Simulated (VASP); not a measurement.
# Pb (Fm-3m) in VASP: further runs, part 2 of 2

VASP 6.6.1. The steps go on from the part before.

## 3. Single point, r2SCAN

Input file POSCAR:

```
Pb
1.0
    0.0000000000      2.4946408835      2.4946408835
    2.4946408835      0.0000000000      2.4946408835
    2.4946408835      2.4946408835      0.0000000000
Pb
1
Direct
    0.0000000000      0.0000000000      0.0000000000
```

Input file INCAR.step1:

```
ALGO     = Normal         # electronic algorithm
EDIFF    = 1E-4           # SCF threshold, eV
ENCUT    = 520            # plane-wave cutoff, eV
GGA      = PE             # functional
ISMEAR   = 0              # smearing method
LASPH    = T              # aspherical terms in the spheres
LCHARG   = F              # write CHGCAR
LREAL    = F              # projectors in reciprocal space
LWAVE    = T              # write WAVECAR
NBANDS   = 13             # bands
NELM     = 60             # most SCF steps
PREC     = Accurate       # precision mode
SIGMA    = 0.6            # smearing width, eV
```

Input file INCAR.step2:

```
ALGO     = Normal         # electronic algorithm
EDIFF    = 1E-6           # SCF threshold, eV
ENCUT    = 520            # plane-wave cutoff, eV
ISIF     = 2              # what is computed and relaxed
ISMEAR   = 0              # smearing method
ISTART   = 1            
LASPH    = T              # aspherical terms in the spheres
LCHARG   = T              # write CHGCAR
LELF     = T              # ELF
LMIXTAU  = T            
LREAL    = F              # projectors in reciprocal space
LVHAR    = T            
LWAVE    = F              # write WAVECAR
METAGGA  = R2SCAN         # meta-GGA
NBANDS   = 13             # bands
NELM     = 60             # most SCF steps
PREC     = Accurate       # precision mode
SIGMA    = 0.6            # smearing width, eV
```

Input file KPOINTS:

```
k-points
0
Gamma
  11 11 11
```

Potentials or basis: VASP PAW PBE potentials, release 64 (Pb_d).

Command:

```bash
cat potpaw_PBE.64/Pb_d/POTCAR > POTCAR
cp INCAR.step1 INCAR
mpirun -np 1 vasp_std > vasp.out
cp INCAR.step2 INCAR
mpirun -np 1 vasp_std > vasp.out
```

It took 52 s on 1 thread of Intel Xeon Platinum 8488C (Sapphire Rapids), shared host; peak memory 0.17 GiB.

Results (log left out):

```
Free energy            : -56.3245 eV
Pressure               : 0.3 GPa
Band gap on the k mesh : zero (band 7 reaches 14.50 eV, above the bottom of band 8 at 5.53 eV)
```

Levels at points of the mesh, in eV from the Fermi level:
| k point | band 4 | band 5 | band 6 | band 7 | band 8 | band 9 | band 10 | band 11 |
| --- | --- | --- | --- | --- | --- | --- | --- | --- |
| (0.00, 0.00, 0.00) | -17.61 | -17.61 | -12.18 | 7.49 | 7.49 | 7.49 | 10.36 | 11.94 |

Caveat: the PAW data sets were made with another functional, which shifts forces and pressure a little; spin-orbit coupling is left out, which moves the levels of the heavy elements.

## 4. Single point, r2SCAN

POSCAR is that of step 3.

Input file INCAR.step1:

```
PREC = Accurate
ENCUT = 520
ISMEAR = 0
SIGMA = 1.0
LREAL = F
LASPH = T
NELM = 60
NBANDS = 13
GGA = PE
ALGO = Normal
EDIFF = 1E-4
LWAVE = T
LCHARG = F
```

Input file INCAR.step2:

```
PREC = Accurate
ENCUT = 520
EDIFF = 1E-6
ISMEAR = 0
SIGMA = 1.0
LREAL = F
LASPH = T
NELM = 60
ALGO = Normal
ISIF = 2
LWAVE = F
LCHARG = F
METAGGA = R2SCAN
LMIXTAU = T
NBANDS = 13
ISTART = 1
```

Input file KPOINTS:

```
Automatic mesh
0
Gamma
  11 11 11
```

Command:

```bash
cat potpaw_PBE.64/Pb_d/POTCAR > POTCAR
cp INCAR.step1 INCAR
mpirun -np 1 vasp_std > vasp.out
cp INCAR.step2 INCAR
mpirun -np 1 vasp_std > vasp.out
```

Run time: 52 s. Hardware: 1 thread of Intel Xeon Platinum 8488C (Sapphire Rapids), shared host; peak memory 0.17 GiB.

Results (log left out):

```
Free energy            : -56.4055 eV
Pressure               : 0.6 GPa
Band gap on the k mesh : zero (band 7 reaches 14.50 eV, above the bottom of band 8 at 5.53 eV)
```

Levels at points of the mesh, in eV from the Fermi level:
| k point | band 3 | band 4 | band 5 | band 6 | band 7 | band 8 | band 9 | band 10 | band 11 | band 12 |
| --- | --- | --- | --- | --- | --- | --- | --- | --- | --- | --- |
| (0.00, 0.00, 0.00) | -17.73 | -17.60 | -17.60 | -12.16 | 7.51 | 7.51 | 7.51 | 10.38 | 11.95 | 12.90 |

Caveat: the PAW data sets were made with another functional, which shifts forces and pressure a little; spin-orbit coupling is left out, which moves the levels of the heavy elements.

## 5. Single point, r2SCAN

POSCAR is that of step 4.

Input file INCAR.step1:

```
SYSTEM = Pb
PREC = Accurate
ENCUT = 520
ISMEAR = 1
SIGMA = 0.01
LREAL = .False.
LASPH = .True.
NELM = 100
NBANDS = 13
GGA = PE
ALGO = Normal
EDIFF = 1E-4
LWAVE = .True.
LCHARG = .False.
```

Input file INCAR.step2:

```
SYSTEM = Pb
PREC = Accurate
ENCUT = 520
EDIFF = 1E-7
ISMEAR = 1
SIGMA = 0.01
LREAL = .False.
LASPH = .True.
NELM = 100
ALGO = Normal
ISIF = 2
LWAVE = .False.
LCHARG = .True.
METAGGA = R2SCAN
LMIXTAU = .True.
LELF = .True.
LVHAR = .True.
NBANDS = 13
ISTART = 1
```

Input file KPOINTS:

```
Automatic mesh
0
Gamma
  11 11 11
  0 0 0
```

Command:

```bash
cat potpaw_PBE.64/Pb_d/POTCAR > POTCAR
cp INCAR.step1 INCAR
mpirun -np 1 vasp_std > vasp.out
cp INCAR.step2 INCAR
mpirun -np 1 vasp_std > vasp.out
```

Run time: 63 s. Hardware: 1 thread of Intel Xeon Platinum 8488C (Sapphire Rapids), shared host; peak memory 0.17 GiB.

It converged, with:

* Free energy: -56.2836 eV
* Pressure: 0.0 GPa
* Band gap on the k mesh: zero (band 7 reaches 14.50 eV, above the bottom of band 8 at 5.53 eV)

Levels at points of the mesh, in eV from the Fermi level:
```
           k point  band 5  band 6  band 7  band 8  band 9  band 10
(0.00, 0.00, 0.00)  -17.61  -12.17    7.50    7.50    7.50    10.36
```

Caveat: the PAW data sets were made with another functional, which shifts forces and pressure a little; spin-orbit coupling is left out, which moves the levels of the heavy elements.

## 6. Single point, r2SCAN

POSCAR is that of step 5.

Input file INCAR.step1:

```
PREC = Accurate
ENCUT = 520
ISMEAR = 1
SIGMA = 0.03
LREAL = False
LASPH = True
NELM = 80
NBANDS = 13
GGA = PE
ALGO = Normal
EDIFF = 1E-4
LWAVE = True
LCHARG = False
```

Input file INCAR.step2:

```
PREC = Accurate
ENCUT = 520
EDIFF = 1E-6
ISMEAR = 1
SIGMA = 0.03
LREAL = False
LASPH = True
NELM = 80
ALGO = Normal
ISIF = 2
LWAVE = False
LCHARG = True
METAGGA = R2SCAN
LMIXTAU = True
LELF = True
LVHAR = True
NBANDS = 13
ISTART = 1
```

Input file KPOINTS:

```
regular mesh
0
Gamma
  11 11 11
```

Potentials or basis: VASP PAW PBE potentials, release 64 (Pb_d).

Command:

```bash
cat potpaw_PBE.64/Pb_d/POTCAR > POTCAR
cp INCAR.step1 INCAR
mpirun -np 1 vasp_std > vasp.out
cp INCAR.step2 INCAR
mpirun -np 1 vasp_std > vasp.out
```

OUTCAR:

```text
PREC = Accurate
   ENCUT = 520
   EDIFF = 1E-6
   ISMEAR = 1
   LREAL = False
   LASPH = True
   NELM = 80
   ISIF = 2
   METAGGA = R2SCAN
   ISTART = 1

 ion  position               nearest neighbor table
   1  0.000  0.000  0.000-

  LATTYP: Found a face centered cubic cell.
 ALAT       =     4.9892817670

  Lattice vectors:

 A1 = (   0.0000000000,   2.4946408835,   2.4946408835)
 A2 = (   2.4946408835,   0.0000000000,   2.4946408835)
 A3 = (   2.4946408835,   2.4946408835,   0.0000000000)

Analysis of symmetry for initial positions (statically):
[... 552 lines left out ...]
      5     -10.5397      2.00000
      6      -3.4563      2.00000
      7       7.8075      0.00000
      8       9.5244      0.00000
      9      13.8596      0.00000
     10      17.2433      0.00000
     11      18.6207      0.00000
     12      19.8582      0.00000
     13      20.5020      0.00000

 [... further k-points ...]
[... 5 lines left out ...]
  --------------------------------------------------------------------------------------
  -------------------------------------------------------------------------------------
  Total       -0.0042681     -0.0042681     -0.0042681     -0.0000000      0.0000000     -0.0000000
  in kB       -0.2202370     -0.2202370     -0.2202370     -0.0000000      0.0000000     -0.0000000
  external PRESSURE =      -0.2202370 kB  Pullay stress =       0.0000000 kB

 VOLUME and BASIS-vectors are now :
 -----------------------------------------------------------------------------
  energy-cutoff  :      520.00
  volume of cell :       31.05
      direct lattice vectors                 reciprocal lattice vectors
     0.000000000  2.494640883  2.494640883    -0.200429650  0.200429650  0.200429650
     2.494640883  0.000000000  2.494640883     0.200429650 -0.200429650  0.200429650
     2.494640883  2.494640883  0.000000000     0.200429650  0.200429650 -0.200429650

 POSITION                                       TOTAL-FORCE (eV/Angst)
 -----------------------------------------------------------------------------------
      0.00000      0.00000      0.00000         0.000000      0.000000      0.000000
 -----------------------------------------------------------------------------------
    total drift:                               -0.000000     -0.000000     -0.000000

  FREE ENERGIE OF THE ION-ELECTRON SYSTEM (eV)
  ---------------------------------------------------
  free  energy   TOTEN  =       -56.2836993080 eV

  energy  without entropy=      -56.2836046672  energy(sigma->0) =      -56.28366776
```

OUTCAR.step1:

```text
PREC = Accurate
   ENCUT = 520
   ISMEAR = 1
   LREAL = False
   LASPH = True
   NELM = 80
[... 598 lines left out ...]

 POSITION                                       TOTAL-FORCE (eV/Angst)
 -----------------------------------------------------------------------------------
      0.00000      0.00000      0.00000         0.000000      0.000000     -0.000000
 -----------------------------------------------------------------------------------
    total drift:                               -0.000000     -0.000000     -0.000000

  FREE ENERGIE OF THE ION-ELECTRON SYSTEM (eV)
  ---------------------------------------------------
  free  energy   TOTEN  =        -3.5631894254 eV

  energy  without entropy=       -3.5631095945  energy(sigma->0) =       -3.56316282
```

Wall time 56 s (1 thread of Intel Xeon Platinum 8488C (Sapphire Rapids), shared host); peak memory 0.17 GiB.

What came out:

```yaml
Free_energy: -56.2837 eV
Pressure: 0.0 GPa
Band_gap_on_the_k_mesh: zero (band 7 reaches 14.50 eV, above the bottom of band 8 at 5.53 eV)
```

Caveat: the PAW data sets were made with another functional, which shifts forces and pressure a little; spin-orbit coupling is left out, which moves the levels of the heavy elements.

## 7. Overview

```tsv
smearing	gap on the mesh (eV)	pressure (GPa)
gaussian 0.3 eV	none	0.0
gaussian 0.6 eV	none	0.3
gaussian 1 eV	none	0.6
methfessel-paxton 0.01 eV	none	0.0
methfessel-paxton 0.03 eV	none	0.0
```

Alike in all rows: task single point; level r2SCAN; potentials or basis VASP PAW PBE potentials, release 64 (Pb_d); no spin polarisation; cell as given; k mesh 11 × 11 × 11; cutoff (eV) 520.

Every run on the cell as given and a fine mesh finds a metal.

Caveats: the PAW data sets were made with another functional, which shifts forces and pressure a little; spin-orbit coupling is left out, which moves the levels of the heavy elements.

Absolute energies hang on the potentials; compare differences alone.
